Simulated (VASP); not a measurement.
# MgO (Fm-3m) in VASP: single point with PBE

Aim: the single point of MgO with PBE.

All numbers are computed with VASP 6.6.1; they aren't measurements. Logs are shortened: lines on timing, memory, paths and dates and some standing lists are left out, and cuts for length are marked.

## 1. The cell of the first run

The structure is cubic, space group Fm-3m (No. 225). Conventional cell: a = 4.254 Å, b = 4.254 Å, c = 4.254 Å, α = 90.00°, β = 90.00°, γ = 90.00°. Within 2.8 Å of Mg (site symmetry m-3m) lie 6 O at 2.13 Å. Within 2.8 Å of O (site symmetry m-3m) lie 6 Mg at 2.13 Å.

## 2. Single point, PBE

Contents of INCAR:

```
PREC = Accurate ; ENCUT = 840
EDIFF = 1E-6 ; ISMEAR = 0
SIGMA = 0.01 ; LREAL = F
LASPH = T ; NELM = 120
ALGO = Normal ; ISIF = 2
LWAVE = F ; LCHARG = T
GGA = PE ; LELF = T
LVHAR = T ; NBANDS = 15
GGA_COMPAT = F
```

Contents of KPOINTS:

```
regular mesh
0
Gamma
  10 10 10
```

Contents of POSCAR:

```
MgO
1.0
    0.0000000000      2.1268779578      2.1268779578
    2.1268779578      0.0000000000      2.1268779578
    2.1268779578      2.1268779578      0.0000000000
Mg O
1 1
Direct
    0.0000000000      0.0000000000      0.0000000000
    0.5000000000      0.5000000000      0.5000000000
```

Potentials or basis: VASP PAW PBE potentials, release 64 (Mg_sv, O).

Command:

```sh
$ cat potpaw_PBE.64/Mg_sv/POTCAR potpaw_PBE.64/O/POTCAR > POTCAR
$ mpirun -np 1 vasp_std > vasp.out
```

OUTCAR:

```text
PREC = Accurate
   ENCUT = 840
   EDIFF = 1E-6
   ISMEAR = 0
   LREAL = F
   LASPH = T
   NELM = 120
   ISIF = 2
   GGA = PE

 ion  position               nearest neighbor table
   1  0.000  0.000  0.000-   2 2.13   2 2.13   2 2.13   2 2.13   2 2.13   2 2.13
   2  0.500  0.500  0.500-   1 2.13   1 2.13   1 2.13   1 2.13   1 2.13   1 2.13

  LATTYP: Found a face centered cubic cell.
 ALAT       =     4.2537559156

  Lattice vectors:

 A1 = (   0.0000000000,   2.1268779578,   2.1268779578)
 A2 = (   2.1268779578,   0.0000000000,   2.1268779578)
 A3 = (   2.1268779578,   2.1268779578,   0.0000000000)

Analysis of symmetry for initial positions (statically):
=====================================================================
 Subroutine PRICEL returns:
 Original cell was already a primitive cell.

 Routine SETGRP: Setting up the symmetry group for a
 face centered cubic supercell.

 Subroutine GETGRP returns: Found 48 space group operations
 (whereof 48 operations were pure point group operations)
 out of a pool of 48 trial point group operations.

The static configuration has the point symmetry O_h .

Analysis of symmetry for dynamics (positions and initial velocities):
=====================================================================
 Subroutine PRICEL returns:
 Original cell was already a primitive cell.

 Routine SETGRP: Setting up the symmetry group for a
 face centered cubic supercell.

 Subroutine GETGRP returns: Found 48 space group operations
 (whereof 48 operations were pure point group operations)
 out of a pool of 48 trial point group operations.

The dynamic configuration has the point symmetry O_h .

 Subroutine INISYM returns: Found 48 space group operations
 (whereof 48 operations are pure point group operations),
 and found     1 'primitive' translations

----------------------------------------------------------------------------------------

                                     Primitive cell

  volume of cell :      19.2423

  direct lattice vectors                    reciprocal lattice vectors
     0.000000000  2.126877958  2.126877958    -0.235086361  0.235086361  0.235086361
     2.126877958  0.000000000  2.126877958     0.235086361 -0.235086361  0.235086361
     2.126877958  2.126877958  0.000000000     0.235086361  0.235086361 -0.235086361

  length of vectors
     3.007859653  3.007859653  3.007859653     0.407181522  0.407181522  0.407181522

  position of ions in fractional coordinates (direct lattice)
     0.000000000  0.000000000  0.000000000
     0.500000000  0.500000000  0.500000000

  ion indices of the primitive-cell ions
   primitive index   ion index
[... 87 lines left out ...]
   EMIN   =  10.00;   EMAX   =-10.00  energy-range for DOS
   EFERMI =   0.00;   METHOD = LEGACY
   ISMEAR =     0;   SIGMA  =   0.01  broadening in eV -4-tet -1-fermi 0-gaus
   EFERMI_NEDOS =   21; number of points for ismear=-14 and -15
   IALGO  =     38    algorithm
   IMIX   =      4    mixing-type and parameters
     AMIX     =   0.40;   BMIX     =  1.00
     AMIX_MAG =   1.60;   BMIX_MAG =  1.00
  volume/ion in A,a.u.               =       9.62        64.93
  Fermi-wavevector in a.u.,A,eV,Ry     =   1.539438  2.909116 32.244038  2.369870
  Thomas-Fermi vector in A             =   2.645666
   LORBIT       =      0    0 simple, 1 ext, 2 COOP (PROOUT), +10 PAW based schemes
   GGA     = PE    functional components
   LHFCALC =     F    Hartree Fock is set to
   AEXX    =    0.0000 exact exchange contribution
   IVDW    =     0    specifies the selected vdW correction
   LEPSILON=     F    determine dielectric tensor
   LRPA    =     F    only Hartree local field effects (RPA)
 non-spin polarized calculation
 Gauss-broadening in eV      SIGMA  =   0.01
  energy-cutoff  :      840.00
  volume of cell :       19.24
 maximum number of plane-waves:      1090
   NGX = 15   NGY = 15   NGZ = 15

 number of electron      15.9999997 magnetization

 Free energy of the ion-electron system (eV)
  ---------------------------------------------------
  ext. energy  EPLUGINS =         0.00000000
  ---------------------------------------------------
  free energy    TOTEN  =       -11.88480059 eV

  energy without entropy =      -11.88480059  energy(sigma->0) =      -11.88480059

 E-fermi :   2.8828     XC(G=0): -11.2433

 val. band max:        2.7064583606   @ k =   0.0000   0.0000   0.0000
 cond. band min:       7.1647397754   @ k =   0.0000   0.0000   0.0000
 fundamental gap:      4.4582814148
 Fermi energy:         2.8827886270

 k-point     1 :       0.0000    0.0000    0.0000
  band No.  band energies     occupation
      1     -69.6653      2.00000
      2     -36.3935      2.00000
      3     -36.3935      2.00000
      4     -36.3935      2.00000
      5     -14.3945      2.00000
      6       2.7065      2.00000
      7       2.7065      2.00000
      8       2.7065      2.00000
      9       7.1647      0.00000
     10      18.3441      0.00000
     11      18.3441      0.00000
     12      18.3441      0.00000
     13      22.1796      0.00000
     14      23.9273      0.00000
[... 401 lines left out ...]
      2     -36.4475      2.00000
      3     -36.4152      2.00000
      4     -36.4130      2.00000
      5     -13.2205      2.00000
      6      -0.7583      2.00000
      7       1.4523      2.00000
      8       1.6627      2.00000
      9      12.0072      0.00000
     10      12.7958      0.00000
     11      16.0190      0.00000
     12      20.5178      0.00000
     13      20.7180      0.00000
     14      27.2377      0.00000
     15      29.1160      0.00000

 [... further k-points ...]

------------------------ aborting loop because EDIFF is reached ----------------------------------------

  FORCE on cell =-STRESS in cart. coord.  units (eV):
  Direction    XX          YY          ZZ          XY          YZ          ZX
  --------------------------------------------------------------------------------------
  -------------------------------------------------------------------------------------
  Total        0.0053919      0.0053919      0.0053919      0.0000000      0.0000000      0.0000000
  in kB        0.4489454      0.4489454      0.4489454      0.0000000      0.0000000      0.0000000
  external PRESSURE =       0.4489454 kB  Pullay stress =       0.0000000 kB

 VOLUME and BASIS-vectors are now :
 -----------------------------------------------------------------------------
  energy-cutoff  :      840.00
  volume of cell :       19.24
      direct lattice vectors                 reciprocal lattice vectors
     0.000000000  2.126877958  2.126877958    -0.235086361  0.235086361  0.235086361
     2.126877958  0.000000000  2.126877958     0.235086361 -0.235086361  0.235086361
     2.126877958  2.126877958  0.000000000     0.235086361  0.235086361 -0.235086361

 POSITION                                       TOTAL-FORCE (eV/Angst)
 -----------------------------------------------------------------------------------
      0.00000      0.00000      0.00000        -0.000000     -0.000000     -0.000000
      2.12688      2.12688      2.12688         0.000000      0.000000      0.000000
 -----------------------------------------------------------------------------------
    total drift:                                0.000000      0.000000      0.000000

  FREE ENERGIE OF THE ION-ELECTRON SYSTEM (eV)
  ---------------------------------------------------
  free  energy   TOTEN  =       -11.8848005943 eV

  energy  without entropy=      -11.8848005943  energy(sigma->0) =      -11.88480059
```

stdout:

```text
POSCAR found type information on POSCAR MgO
 POSCAR found :  2 types and       2 ions
 scaLAPACK will be used
 LDA part: xc-table for (Slater+PW92), standard interpolation
 POSCAR, INCAR and KPOINTS ok, starting setup
 FFT: planning ... GRIDC
 FFT: planning ... GRID_SOFT
 FFT: planning ... GRID
 WAVECAR not read
 entering main loop
```

Run time: 25 s. Hardware: 1 thread of AMD EPYC 7R43 (Zen 3), shared host; peak memory 0.13 GiB.

Results:

* Free energy: -11.8848 eV
* Pressure: 0.0 GPa
* Band gap on the k mesh: 4.46 eV
